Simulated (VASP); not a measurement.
Runs of VASP 6.6.1 on NiO2. Symmetry: R-3m, No. 166, trigonal system. Conventional cell: a = 2.804 Å, b = 2.804 Å, c = 20.923 Å, α = 90.00°, β = 90.00°, γ = 120.00°. Ni (site symmetry -3m) has 6 O at 1.88 Å within 2.5 Å. O (site symmetry 3m) has 3 Ni at 1.88 Å and 3 O at 2.50 Å within 2.5 Å. 

```tsv
potentials or basis	k mesh	cutoff (eV)	gap on the mesh (eV)	pressure (GPa)	moment (μB)	largest force (eV/Å)
VASP PAW LDA potentials, release 64 (Ni, O)	3 × 3 × 3	600	2.03	-12.1	0.00	1.07
VASP PAW LDA potentials, release 64 (Ni, O)	7 × 7 × 7	600	1.66	-12.1	0.00	1.23
VASP PAW LDA potentials, release 64 (Ni_sv_GW, O)	3 × 3 × 3	700	(a)	-8.6	0.00	0.71
VASP PAW LDA potentials, release 64 (Ni, O)	11 × 11 × 11	600	1.66	-12.0	0.00	1.23
VASP PAW LDA potentials, release 64 (Ni, O)	6 × 6 × 6	600	1.79	-12.1	0.00	1.24
VASP PAW LDA potentials, release 64 (Ni, O)	4 × 4 × 4	600	(b)	-11.8	0.00	1.22
VASP PAW LDA potentials, release 64 (Ni, O)	9 × 9 × 9	600	1.77	-12.0	0.00	1.24
```

Alike in all rows: task single point; level LDA+U; spin collinear, ferromagnetic start; Ni d U = 5.0 eV; cell as given; smearing fermi-dirac 0.1 eV.

Question: Estimate the missing entries.

Answer: (a) 2.23; (b) 1.70.

Caveats: some runs use coarse meshes; the moments typed at the start vanished in this run; forces of over 1 eV/Å act on the atoms, so gaps and moduli don't describe the material at rest (at least some runs); the stress differs along the axes, from -14 to -8 GPa (at least some runs).

A k mesh can miss the band edges.

The runs don't all hold the same shells in valence.
